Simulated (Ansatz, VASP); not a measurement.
Given: the input of a run of VASP 6.6.1 on Sb.

File INCAR:

```
SYSTEM = Sb
ALGO = Normal
EDIFF = 1E-6
ENCUT = 520
GGA = CA
ISIF = 2
ISMEAR = -1
LASPH = .True.
LCHARG = .True.
LELF = .True.
LREAL = .False.
LVHAR = .True.
LWAVE = .False.
NBANDS = 12
NELM = 100
PREC = Accurate
SIGMA = 0.05
```

Contents of KPOINTS:

```
k-points
0
Gamma
  8 8 8
  0 0 0
```

The input POSCAR:

```
Sb
1.0
    2.1825479877      1.2600946682      3.8074530396
   -2.1825479877      1.2600946682      3.8074530396
    0.0000000000     -2.5201893365      3.8074530396
Sb
2
Direct
    0.7665100000      0.7665100000      0.7665100000
    0.2334900000      0.2334900000      0.2334900000
```

Potentials or basis: VASP PAW LDA potentials, release 64 (Sb).

Run with:

```console
$ cat potpaw_LDA.64/Sb/POTCAR > POTCAR
$ mpirun -np 1 vasp_std > vasp.out
```

Q: Set up the same calculation for Ansatz 0.2.0. Potentials there: all-electron LAPW, scalar-relativistic.

A: As run (the cutoff follows the program's own potentials):

File input.yaml:

```yaml
crystal:
  lattice:
    - [2.1825479877, 1.2600946682, 3.8074530396]
    - [-2.1825479877, 1.2600946682, 3.8074530396]
    - [0.0, -2.5201893365, 3.8074530396]
  atoms:
    - { symbol: Sb, position: [0.76651, 0.76651, 0.76651] }
    - { symbol: Sb, position: [0.23349, 0.23349, 0.23349] }
kpoints:
  mp_grid: { grid: [8, 8, 8] }
scf:
  occupations: { method: fermi_dirac, width: 0.05 }
hamiltonian:
  xc: lda
  pseudopotentials: { kind: all_electron, lapw: { basis_error: 0.001 } }
output:
  forces: true
  stress: true
  eigenvalues: true
```

Potentials or basis: all-electron LAPW, scalar-relativistic.

Launch:

```sh
$ ansatz run input.yaml --threads 1 --pin off --max-ram 3072MiB --backend cpu --events-out ev --progress --plain --runs-dir out
```

Both were run:

|  | VASP | Ansatz | Ansatz less VASP |
| --- | --- | --- | --- |
| gap on the k mesh at the Fermi level (eV) | none | none | - |
| pressure (GPa) | -3.0 | -3.1 | -0.18 |
| traceless stress, the component that is largest in VASP (GPa) | -0.07 | 0.00 | +0.064 |
| rms of the force components (eV/Å) | 0.069 | 0.101 | +0.0315 |

LDA's correlation is that of Perdew and Zunger in VASP and of Perdew and Wang (1992) in Ansatz. Atom by atom the forces differ by 0.032 eV/Å (rms over components). A gap of «none» marks a metal or a gap that the smearing closes. Ansatz ran all-electron here, and VASP with PAW potentials.

Spin-orbit coupling is off throughout.
